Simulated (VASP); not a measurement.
Al2O3, 40 atoms in the cell. The structure is trigonal, space group R-3c (No. 167). The conventional cell has a = 4.774 Å, b = 4.774 Å, c = 13.015 Å, α = 90.00°, β = 90.00°, γ = 120.00°. Within 2.5 Å of Al (site symmetry 3) lie 6 O at 1.86 to 1.97 Å. O (site symmetry 2) has 4 Al at 1.86 to 1.97 Å and 12 O at 2.53 to 2.88 Å within 2.9 Å. 

- Program: VASP 6.6.1
- Task: single point
- Functional: PBEsol
- Potentials or basis: VASP PAW PBE potentials, release 64 (Al, O)
- Cutoff: 520 eV
- k mesh: 2 × 2 × 2, shifted
- Occupations: gaussian, width 0.01 eV
- Spin: no spin polarisation
- Dipole correction: no
- Further INCAR settings: LREAL = Auto; ALGO = Normal; EDIFF = 1e-06; NBANDS = 122

Potentials or basis: VASP PAW PBE potentials, release 64 (Al, O).

The run is started by

```bash
$ cat potpaw_PBE.64/Al/POTCAR potpaw_PBE.64/O/POTCAR > POTCAR
$ mpirun -np 1 vasp_std > vasp.out
```

Hardware: 1 thread of Intel Xeon 8259CL (shared host).

Q: Estimate the wall time of this run.

A: Run time: 3.8 min on 1 thread of Intel Xeon 8259CL, with other jobs on the host, peak memory 0.39 GiB. Counts: scf iterations 14, k points 2.
